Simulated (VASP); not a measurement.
# NaH (Fm-3m) in VASP: settings compared

NaH is run at these levels: HSE06, PBE0, r2SCANh; tasks: relaxation of cell and atoms, single point.

All numbers are computed with VASP 6.6.1; they aren't measurements. Logs are shortened: lines on timing, memory, paths and dates and some standing lists are left out, and cuts for length are marked.

## Step 1: The cell of the first run

It takes space group Fm-3m (No. 225, cubic). Conventional cell: a = 4.795 Å, b = 4.795 Å, c = 4.795 Å, α = 90.00°, β = 90.00°, γ = 90.00°. Na (site symmetry m-3m) has 6 H at 2.40 Å within 3.2 Å. H (site symmetry m-3m) has 6 Na at 2.40 Å within 3.2 Å.

## Step 2: Relaxation of cell and atoms, HSE06

Input file POSCAR:

```
NaH
1.0
    0.0000000000      2.3975116441      2.3975116441
    2.3975116441      0.0000000000      2.3975116441
    2.3975116441      2.3975116441      0.0000000000
Na H
1 1
Direct
    0.0000000000      0.0000000000      0.0000000000
    0.5000000000      0.5000000000      0.5000000000
```

Input file INCAR.step1:

```
PREC = Accurate
ENCUT = 600
EDIFF = 1E-5
ISMEAR = -1
SIGMA = 0.02
LREAL = False
LASPH = True
NELM = 80
ALGO = Normal
LWAVE = True
LCHARG = False
GGA = PE
NBANDS = 11
```

Input file INCAR.step2:

```
PREC = Accurate
ENCUT = 600
EDIFF = 1E-6
ISMEAR = -1
SIGMA = 0.02
LREAL = False
LASPH = True
NELM = 80
ALGO = Normal
ISIF = 3
LWAVE = False
LCHARG = False
GGA = PE
LHFCALC = True
HFSCREEN = 0.2079
PRECFOCK = Normal
IBRION = 2
NSW = 80
EDIFFG = -0.005
ISTART = 1
```

Input file KPOINTS:

```
regular mesh
0
Gamma
  6 6 6
```

Potentials or basis: VASP PAW PBE potentials, release 64 (Na_pv, H).

Launch:

```
cat potpaw_PBE.64/Na_pv/POTCAR potpaw_PBE.64/H/POTCAR > POTCAR
cp INCAR.step1 INCAR
mpirun -np 1 vasp_std > vasp.out
cp INCAR.step2 INCAR
mpirun -np 1 vasp_std > vasp.out
```

OUTCAR:

```text
PREC = Accurate
   ENCUT = 600
   EDIFF = 1E-6
   ISMEAR = -1
   LREAL = False
   LASPH = True
   NELM = 80
   ISIF = 3
   GGA = PE
   LHFCALC = True
   HFSCREEN = 0.2079
   PRECFOCK = Normal
   IBRION = 2
   NSW = 80
   EDIFFG = -0.005
   ISTART = 1

 ion  position               nearest neighbor table
   1  0.000  0.000  0.000-
   2  0.500  0.500  0.500-

  LATTYP: Found a face centered cubic cell.
 ALAT       =     4.7950232882

  Lattice vectors:

 A1 = (   0.0000000000,   2.3975116441,   2.3975116441)
 A2 = (   2.3975116441,   0.0000000000,   2.3975116441)
 A3 = (   2.3975116441,   2.3975116441,   0.0000000000)

Analysis of symmetry for initial positions (statically):
=====================================================================
 Subroutine PRICEL returns:
 Original cell was already a primitive cell.

 Routine SETGRP: Setting up the symmetry group for a
 face centered cubic supercell.

 Subroutine GETGRP returns: Found 48 space group operations
 (whereof 48 operations were pure point group operations)
 out of a pool of 48 trial point group operations.

The static configuration has the point symmetry O_h .

Analysis of symmetry for dynamics (positions and initial velocities):
=====================================================================
 Subroutine PRICEL returns:
 Original cell was already a primitive cell.

 Routine SETGRP: Setting up the symmetry group for a
 face centered cubic supercell.

 Subroutine GETGRP returns: Found 48 space group operations
 (whereof 48 operations were pure point group operations)
 out of a pool of 48 trial point group operations.

The dynamic configuration has the point symmetry O_h .

 Subroutine INISYM returns: Found 48 space group operations
 (whereof 48 operations are pure point group operations),
 and found     1 'primitive' translations

----------------------------------------------------------------------------------------

                                     Primitive cell

  volume of cell :      27.5621

  direct lattice vectors                    reciprocal lattice vectors
     0.000000000  2.397511644  2.397511644    -0.208549561  0.208549561  0.208549561
     2.397511644  0.000000000  2.397511644     0.208549561 -0.208549561  0.208549561
     2.397511644  2.397511644  0.000000000     0.208549561  0.208549561 -0.208549561

  length of vectors
     3.390593483  3.390593483  3.390593483     0.361218435  0.361218435  0.361218435

  position of ions in fractional coordinates (direct lattice)
     0.000000000  0.000000000  0.000000000
     0.500000000  0.500000000  0.500000000

  ion indices of the primitive-cell ions
   primitive index   ion index
                 1           1
                 2           2

----------------------------------------------------------------------------------------

 KPOINTS: regular mesh

Automatic generation of k-mesh.
 Grid dimensions read from file:
 generate k-points for:    6    6    6

 Generating k-lattice:

  Cartesian coordinates                     Fractional coordinates (reciprocal lattice)
    -0.034758260  0.034758260  0.034758260     0.166666667  0.000000000  0.000000000
     0.034758260 -0.034758260  0.034758260     0.000000000  0.166666667  0.000000000
     0.034758260  0.034758260 -0.034758260     0.000000000  0.000000000  0.166666667

  Length of vectors
     0.060203072  0.060203072  0.060203072

  Shift w.r.t. Gamma in fractional coordinates (k-lattice)
     0.000000000  0.000000000  0.000000000

 Subroutine IBZKPT returns following result:
 ===========================================

 Found     16 irreducible k-points:

 Following reciprocal coordinates:
            Coordinates               Weight
  0.000000  0.000000  0.000000      1.000000
  0.166667  0.000000  0.000000      8.000000
  0.333333  0.000000  0.000000      8.000000
  0.500000  0.000000  0.000000      4.000000
  0.166667  0.166667  0.000000      6.000000
  0.333333  0.166667  0.000000     24.000000
[... 8 lines left out ...]
 -0.333333  0.333333  0.166667     24.000000
 -0.333333  0.500000  0.166667     12.000000
   k-points           NKPTS =     16   k-points in BZ     NKDIM =    216   number of bands    NBANDS=      8
   number of dos      NEDOS =    301   number of ions     NIONS =      2
   total plane-waves  NPLWV =  21952
   dimension x,y,z NGX =    28 NGY =   28 NGZ =   28
   dimension x,y,z NGXF=    56 NGYF=   56 NGZF=   56
   ions per type =               1   1
   NGX,Y,Z   is equivalent  to a cutoff of  13.73, 13.73, 13.73 a.u.
   NGXF,Y,Z  is equivalent  to a cutoff of  27.46, 27.46, 27.46 a.u.
 SYSTEM =  unknown system
   PREC   = accura    normal or accurate (medium, high low for compatibility)
   ISTART =      1    job   : 0-new  1-cont  2-samecut
   ICHARG =      0    charge: 1-file 2-atom 10-const
   ISPIN  =      1    spin polarized calculation?
   LNONCOLLINEAR =      F non collinear calculations
   LSORBIT =      F    spin-orbit coupling
   LASPH  =      T    aspherical Exc in radial PAW
   ENCUT  =  600.0 eV  44.10 Ry    6.64 a.u.   6.77  6.77  6.77*2*pi/ulx,y,z
   NELM   =     80;   NELMIN=  2; NELMDL=  0     # of ELM steps
   EDIFF  = 0.1E-05   stopping-criterion for ELM
   LREAL  =      F    real-space projection
   EDIFFG = -.5E-02   stopping-criterion for IOM
   NSW    =     80    number of steps for IOM
   IBRION =      2    ionic relax: 0-MD 1-quasi-New 2-CG
   NFREE  =      1    steps in history (QN), initial steepest desc. (CG)
   ISIF   =      3    stress and relaxation
   ISYM   =      3    0-nonsym 1-usesym 2-fastsym
   POTIM  = 0.5000    time-step for ionic-motion
   TEBEG  =    0.0;   TEEND  =   0.0 temperature during run
   PSTRESS=    0.0 pullay stress
   NELECT =       8.0000    total number of electrons
   NUPDOWN=      -1.0000    fix difference up-down
   EMIN   =  10.00;   EMAX   =-10.00  energy-range for DOS
   EFERMI =   0.00;   METHOD = LEGACY
   ISMEAR =    -1;   SIGMA  =   0.02  broadening in eV -4-tet -1-fermi 0-gaus
   EFERMI_NEDOS =   21; number of points for ismear=-14 and -15
   IALGO  =     38    algorithm
   IMIX   =      1    mixing-type and parameters
     AMIX     =   0.40;   BMIX     =  1.00
     AMIX_MAG =   1.60;   BMIX_MAG =  1.00
  volume/ion in A,a.u.               =      13.78        93.00
  Fermi-wavevector in a.u.,A,eV,Ry     =   1.083929  2.048328 15.985508  1.174902
  Thomas-Fermi vector in A             =   2.220007
   LORBIT       =      0    0 simple, 1 ext, 2 COOP (PROOUT), +10 PAW based schemes
   GGA     = PE    functional components
   LHFCALC =     T    Hartree Fock is set to
   PRECFOCK=normal    Normal, Fast or Accurate (Low or Medium for compatibility)
   ENCUT4O =  -1.0   cutoff for four orbital integrals eV
   NKREDX  =     1    reduce k-point grid by
   NKREDY  =     1    reduce k-point grid by
   NKREDZ  =     1    reduce k-point grid by
   AEXX    =    0.2500 exact exchange contribution
   HFSCREEN=    0.2079 screening length (either q_TF or 0.3 A-1)
   HFSCREENC=   0.2079 screening length for correlation (either q_TF or 0.3 A-1)
   ENCUTFOCK=  -1.0 apply spherical cutoff to Coloumb kernel
   IVDW    =     0    specifies the selected vdW correction
   LEPSILON=     F    determine dielectric tensor
   LRPA    =     F    only Hartree local field effects (RPA)
 conjugate gradient relaxation of ions
 non-spin polarized calculation
  energy-cutoff  :      600.00
  volume of cell :       27.56
 maximum number of plane-waves:       941
  NGX = 24; NGY = 24; NGZ = 24

--------------------------------------- Ionic step        1  -------------------------------------------

 number of electron       7.9999992 magnetization

 Free energy of the ion-electron system (eV)
  ---------------------------------------------------
  ext. energy  EPLUGINS =         0.00000000
  ---------------------------------------------------
  free energy    TOTEN  =        -5.76301044 eV

  energy without entropy =       -5.76301044  energy(sigma->0) =       -5.76301044

------------------------ aborting loop because EDIFF is reached ----------------------------------------

  FORCE on cell =-STRESS in cart. coord.  units (eV):
  Direction    XX          YY          ZZ          XY          YZ          ZX
  --------------------------------------------------------------------------------------
  -------------------------------------------------------------------------------------
  Total        0.0331158      0.0331158      0.0331158      0.0000000      0.0000000     -0.0000000
  in kB        1.9250107      1.9250107      1.9250107      0.0000000      0.0000000     -0.0000000
  external PRESSURE =       1.9250107 kB  Pullay stress =       0.0000000 kB

 VOLUME and BASIS-vectors are now :
 -----------------------------------------------------------------------------
  energy-cutoff  :      600.00
  volume of cell :       27.56
      direct lattice vectors                 reciprocal lattice vectors
     0.000000000  2.397511644  2.397511644    -0.208549561  0.208549561  0.208549561
     2.397511644  0.000000000  2.397511644     0.208549561 -0.208549561  0.208549561
     2.397511644  2.397511644  0.000000000     0.208549561  0.208549561 -0.208549561
[... 109 lines left out ...]
 POSITION                                       TOTAL-FORCE (eV/Angst)
 -----------------------------------------------------------------------------------
      2.40123      2.40123     -0.00000         0.000000     -0.000000      0.000000
      2.40123      2.40123      2.40123        -0.000000      0.000000     -0.000000
 -----------------------------------------------------------------------------------
    total drift:                                0.000008      0.000013      0.000013

  FREE ENERGIE OF THE ION-ELECTRON SYSTEM (eV)
  ---------------------------------------------------
  free  energy   TOTEN  =        -5.7631344549 eV

  energy  without entropy=       -5.7631344549  energy(sigma->0) =       -5.76313445

--------------------------------------- Ionic step        5  -------------------------------------------

 number of electron       7.9999993 magnetization

 Free energy of the ion-electron system (eV)
  ---------------------------------------------------
  ext. energy  EPLUGINS =         0.00000000
  ---------------------------------------------------
  free energy    TOTEN  =        -5.76316531 eV

  energy without entropy =       -5.76316531  energy(sigma->0) =       -5.76316531

 E-fermi :  -1.3258     XC(G=0):  -6.5577

 val. band max:       -1.8529183189   @ k =  -0.3333   0.5000   0.1667
 cond. band min:       3.0248118385   @ k =   0.5000   0.0000   0.0000
 fundamental gap:      4.8777301574
 Fermi energy:        -1.3257782251

 k-point     1 :       0.0000    0.0000    0.0000
  band No.  band energies     occupation
      1     -26.1729      2.00000
      2     -26.1729      2.00000
      3     -26.1729      2.00000
      4      -5.8049      2.00000
      5      10.3089      0.00000
      6      15.3105      0.00000
      7      15.3105      0.00000
      8      15.3105      0.00000

 k-point     2 :       0.1667    0.0000    0.0000
  band No.  band energies     occupation
      1     -26.1966      2.00000
      2     -26.1755      2.00000
      3     -26.1755      2.00000
      4      -5.2725      2.00000
      5       8.5427      0.00000
      6      12.0167      0.00000
      7      14.2294      0.00000
      8      14.2294      0.00000
[... 174 lines left out ...]
 POSITION                                       TOTAL-FORCE (eV/Angst)
 -----------------------------------------------------------------------------------
      0.00000      0.00000      0.00000        -0.000000      0.000000      0.000000
      2.40365      2.40365      2.40365         0.000000     -0.000000     -0.000000
 -----------------------------------------------------------------------------------
    total drift:                                0.000001      0.000002      0.000002

  FREE ENERGIE OF THE ION-ELECTRON SYSTEM (eV)
  ---------------------------------------------------
  free  energy   TOTEN  =        -5.7631653138 eV

  energy  without entropy=       -5.7631653138  energy(sigma->0) =       -5.76316531

 reached required accuracy - stopping structural energy minimisation
```

Wall time 24 min (1 thread of Intel Xeon Platinum 8259CL at 2.50GHz (Skylake/Cascade Lake), shared host); peak memory 0.27 GiB.

What came out:

```yaml
Free_energy: -5.7632 eV
Relaxed_volume: 13.89 Å³/atom
Relaxed_cell: a = 3.399 Å, b = 3.399 Å, c = 3.399 Å, α = 60.00°, β = 60.00°, γ = 60.00°
Space_group_after_relaxing_to_0.1_Å: Fm-3m (No. 225)
Energy_gained_by_relaxing: 0.1 meV/atom
Ionic_steps: 5
Pressure_after_relaxing: 0.0 GPa
Band_gap_on_the_k_mesh: 4.88 eV (least direct gap 5.79 eV)
```

Step by step:
| step | energy change (eV) | largest force (eV/Å) | pressure (GPa) | volume (Å³) |
| --- | --- | --- | --- | --- |
| 1 | 0.0000 | 0.0000 | 0.19 | 27.56 |
| 2 | -0.0001 | 0.0000 | 0.11 | 27.63 |
| 3 | -0.0001 | 0.0000 | 0.11 | 27.65 |
| 4 | -0.0001 | 0.0000 | 0.06 | 27.69 |
| 5 | -0.0002 | 0.0000 | 0.00 | 27.77 |

Final structure:
```
Na H
1.0
     0.00000    2.40365    2.40365
     2.40365    0.00000    2.40365
     2.40365    2.40365    0.00000
Na H
1 1
Direct
  0.00000 0.00000 0.00000
  0.50000 0.50000 0.50000
```

Caveat: the PAW data sets were made with another functional, which shifts forces and pressure a little. Zero-point motion and thermal expansion aren't in these numbers.

## Step 3: Single point, HSE06

POSCAR is that of step 2.

Input file INCAR.step1:

```
SYSTEM = NaH
ALGO = Normal ; EDIFF = 1E-5
ENCUT = 520 ; GGA = PE
ISIF = 2 ; ISMEAR = 0
LASPH = .TRUE. ; LCHARG = .FALSE.
LREAL = .FALSE. ; LWAVE = .TRUE.
NBANDS = 11 ; NELM = 80
PREC = Accurate ; SIGMA = 0.01
```

Input file INCAR.step2:

```
SYSTEM = NaH
ALGO = Normal ; EDIFF = 1E-6
ENCUT = 520 ; GGA = PE
HFSCREEN = 0.2079 ; ISIF = 2
ISMEAR = 0 ; ISTART = 1
LASPH = .TRUE. ; LCHARG = .FALSE.
LHFCALC = .TRUE. ; LREAL = .FALSE.
LWAVE = .FALSE. ; NBANDS = 11
NELM = 80 ; PREC = Accurate
PRECFOCK = Normal ; SIGMA = 0.01
```

Input file KPOINTS:

```
k-points
0
G
  6 6 6
  0 0 0
```

Potentials or basis: VASP PAW PBE potentials, release 64 (Na_pv, H).

Launch:

```
cat potpaw_PBE.64/Na_pv/POTCAR potpaw_PBE.64/H/POTCAR > POTCAR
cp INCAR.step1 INCAR
mpirun -np 1 vasp_std > vasp.out
cp INCAR.step2 INCAR
mpirun -np 1 vasp_std > vasp.out
```

OUTCAR:

```text
SYSTEM = NaH
   EDIFF = 1E-6
   ENCUT = 520
   GGA = PE
   HFSCREEN = 0.2079
   ISIF = 2
   ISMEAR = 0
   ISTART = 1
   LASPH = .TRUE.
   LHFCALC = .TRUE.
   LREAL = .FALSE.
   NELM = 80
   PREC = Accurate
   PRECFOCK = Normal

 ion  position               nearest neighbor table
   1  0.000  0.000  0.000-
   2  0.500  0.500  0.500-

  LATTYP: Found a face centered cubic cell.
 ALAT       =     4.7950232882

  Lattice vectors:
[... 407 lines left out ...]
     10      20.9005      0.00000
     11      20.9938      0.00000

------------------------ aborting loop because EDIFF is reached ----------------------------------------

  FORCE on cell =-STRESS in cart. coord.  units (eV):
  Direction    XX          YY          ZZ          XY          YZ          ZX
  --------------------------------------------------------------------------------------
  -------------------------------------------------------------------------------------
  Total        0.0286169      0.0286169      0.0286169     -0.0000000     -0.0000000     -0.0000000
  in kB        1.6634949      1.6634949      1.6634949     -0.0000000     -0.0000000     -0.0000000
  external PRESSURE =       1.6634949 kB  Pullay stress =       0.0000000 kB

 VOLUME and BASIS-vectors are now :
 -----------------------------------------------------------------------------
  energy-cutoff  :      520.00
  volume of cell :       27.56
      direct lattice vectors                 reciprocal lattice vectors
     0.000000000  2.397511644  2.397511644    -0.208549561  0.208549561  0.208549561
     2.397511644  0.000000000  2.397511644     0.208549561 -0.208549561  0.208549561
     2.397511644  2.397511644  0.000000000     0.208549561  0.208549561 -0.208549561

 POSITION                                       TOTAL-FORCE (eV/Angst)
 -----------------------------------------------------------------------------------
      0.00000      0.00000      0.00000        -0.000000     -0.000000     -0.000000
      2.39751      2.39751      2.39751         0.000000      0.000000      0.000000
 -----------------------------------------------------------------------------------
    total drift:                               -0.000000     -0.000001     -0.000001

  FREE ENERGIE OF THE ION-ELECTRON SYSTEM (eV)
  ---------------------------------------------------
  free  energy   TOTEN  =        -5.7627572273 eV

  energy  without entropy=       -5.7627572273  energy(sigma->0) =       -5.76275723
```

OUTCAR.step1:

```text
SYSTEM = NaH
   EDIFF = 1E-5
   ENCUT = 520
   GGA = PE
   ISIF = 2
   ISMEAR = 0
[... 436 lines left out ...]
      0.00000      0.00000      0.00000        -0.000000      0.000000      0.000000
      2.39751      2.39751      2.39751         0.000000     -0.000000     -0.000000
 -----------------------------------------------------------------------------------
    total drift:                               -0.000000      0.000000      0.000000

  FREE ENERGIE OF THE ION-ELECTRON SYSTEM (eV)
  ---------------------------------------------------
  free  energy   TOTEN  =        -5.0864048677 eV

  energy  without entropy=       -5.0864048677  energy(sigma->0) =       -5.08640487
```

It took 12 min on 1 thread of Oxide Virtual Turin-like, shared host; peak memory 0.22 GiB.

What came out:

- Free energy: -5.7628 eV
- Pressure: 0.2 GPa
- Band gap on the k mesh: 4.89 eV (least direct gap 5.81 eV)

Levels at points of the mesh, in eV from the valence-band top:
```tsv
k point	band 2	band 3	band 4	band 5	band 6	band 7
(0.00, 0.00, 0.00)	-24.30	-24.30	-3.98	12.24	17.22	17.22
(0.50, 0.00, 0.00)	-24.31	-24.31	-0.92	4.89	12.37	14.99
(0.50, 0.50, 0.00)	-24.34	-24.34	-0.14	5.76	11.40	12.18
```

Caveat: the PAW data sets were made with another functional, which shifts forces and pressure a little. A k mesh can miss the band edges.

(Part 1 of 2 ends here.)
